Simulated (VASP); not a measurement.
A run of VASP 6.6.1:

The input POSCAR:

```
NaF
1.0
    0.0000000000      2.3655017480      2.3655017480
    2.3655017480      0.0000000000      2.3655017480
    2.3655017480      2.3655017480      0.0000000000
Na F
1 1
Direct
    0.0000000000      0.0000000000      0.0000000000
    0.5000000000      0.5000000000      0.5000000000
```

Contents of INCAR.step1:

```
ALGO     = Normal         # electronic algorithm
EDIFF    = 1E-4           # SCF threshold, eV
ENCUT    = 520            # plane-wave cutoff, eV
GGA      = PE             # functional
ISMEAR   = -1             # smearing method
LASPH    = T              # aspherical terms in the spheres
LCHARG   = F              # write CHGCAR
LREAL    = F              # projectors in reciprocal space
LWAVE    = T              # write WAVECAR
NBANDS   = 14             # bands
NELM     = 80             # most SCF steps
PREC     = Accurate       # precision mode
SIGMA    = 0.05           # smearing width, eV
```

File INCAR.step2:

```
ALGO     = Normal         # electronic algorithm
EDIFF    = 1E-6           # SCF threshold, eV
ENCUT    = 520            # plane-wave cutoff, eV
ISIF     = 2              # what is computed and relaxed
ISMEAR   = -1             # smearing method
ISTART   = 1            
LASPH    = T              # aspherical terms in the spheres
LCHARG   = F              # write CHGCAR
LMIXTAU  = T            
LREAL    = F              # projectors in reciprocal space
LWAVE    = F              # write WAVECAR
METAGGA  = R2SCAN         # meta-GGA
NBANDS   = 14             # bands
NELM     = 80             # most SCF steps
PREC     = Accurate       # precision mode
SIGMA    = 0.05           # smearing width, eV
```

Contents of KPOINTS:

```
k-points
0
Gamma
  10 10 10
```

Potentials or basis: VASP PAW PBE potentials, release 64 (Na_pv, F).

Command:

```bash
$ cat potpaw_PBE.64/Na_pv/POTCAR potpaw_PBE.64/F/POTCAR > POTCAR
$ cp INCAR.step1 INCAR
$ mpirun -np 1 vasp_std > vasp.out
$ cp INCAR.step2 INCAR
$ mpirun -np 1 vasp_std > vasp.out
```

Hardware: 1 thread of Intel(R) Xeon(R) Platinum 8375C CPU @ 2.90GHz (Ice Lake) (shared host).

**Question.** Estimate the wall time of this run.

**Answer.** It took 82 s on 1 thread of Intel(R) Xeon(R) Platinum 8375C CPU @ 2.90GHz (Ice Lake) (shared host), peak memory 0.16 GiB. Counts: k points 47.
